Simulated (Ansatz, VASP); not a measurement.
One calculation of PbO, two programs

The input INCAR:

```
PREC = Accurate
ENCUT = 520
EDIFF = 1E-6
ISMEAR = -1
SIGMA = 0.02
LREAL = F
LASPH = T
NELM = 60
ALGO = Normal
ISIF = 2
LWAVE = F
LCHARG = F
GGA = PE
NBANDS = 28
```

Contents of KPOINTS:

```
Automatic mesh
0
Gamma
  12 12 6
```

Contents of POSCAR:

```
PbO
1.0
    4.2603256528      0.0000000000      0.0000000000
   -2.1301628264      3.6895502438      0.0000000000
    0.0000000000      0.0000000000      5.2767563486
Pb O
2 2
Direct
    0.3333333333      0.6666666667      0.2500000000
    0.6666666667      0.3333333333      0.7500000000
    0.6666666667      0.3333333333      0.2500000000
    0.3333333333      0.6666666667      0.7500000000
```

Input for Ansatz:

```yaml
crystal:
  lattice:
    - [4.2603256528, 0.0, 0.0]
    - [-2.1301628264, 3.6895502438, 0.0]
    - [0.0, 0.0, 5.2767563486]
  atoms:
    - { symbol: Pb, position: [0.3333333333, 0.6666666667, 0.25] }
    - { symbol: Pb, position: [0.6666666667, 0.3333333333, 0.75] }
    - { symbol: O, position: [0.6666666667, 0.3333333333, 0.25] }
    - { symbol: O, position: [0.3333333333, 0.6666666667, 0.75] }
kpoints:
  mp_grid: { grid: [12, 12, 6] }
  band_path:
    path:
      - [[0.0, 0.0, 0.0], [0.5, -3.65879590334e-17, 0.0], [0.3333333333333, 0.3333333333333, 0.0], [0.0, 0.0, 0.0], [0.0, 0.0, 0.5], [0.5, -3.65879590334e-17, 0.5], [0.3333333333333, 0.3333333333333, 0.5], [0.0, 0.0, 0.5]]
      - [[0.5, -3.65879590334e-17, 0.5], [0.5, -3.65879590334e-17, 0.0]]
      - [[0.3333333333333, 0.3333333333333, 0.5], [0.3333333333333, 0.3333333333333, 0.0]]
    npoints: 10
hamiltonian:
  xc: pbe
scf:
  occupations: { method: fermi_dirac, width: 0.02 }
  n_extra_bands: 5
output:
  forces: true
  stress: true
  eigenvalues: true
  write_density: true
  write_potential: true
  elf: true
  volumetric_format: npy
```

Alike in both runs: task single point; functional PBE; k mesh 12 × 12 × 6; occupations fermi-dirac, width 0.02 eV; no spin polarisation.

```csv
,VASP,Ansatz
version,VASP 6.6.1,Ansatz 0.2.0
potentials or method,"VASP PAW PBE potentials, release 64 (Pb_d, O)","plane waves, PAW"
plane-wave cutoff (eV),520,420
valence electrons in the cell,40,40
```

```tsv
	VASP	Ansatz	Ansatz less VASP
gap on the k mesh at the Fermi level (eV)	1.28	1.28	-0.001
pressure (GPa)	2.4	2.4	+0.03
traceless stress, the component that is largest in VASP (GPa)	-0.05	-0.02	+0.030
```

With one functional, cell and mesh, what is left measures potentials, basis and numerics.

Neither program's run includes spin-orbit coupling.
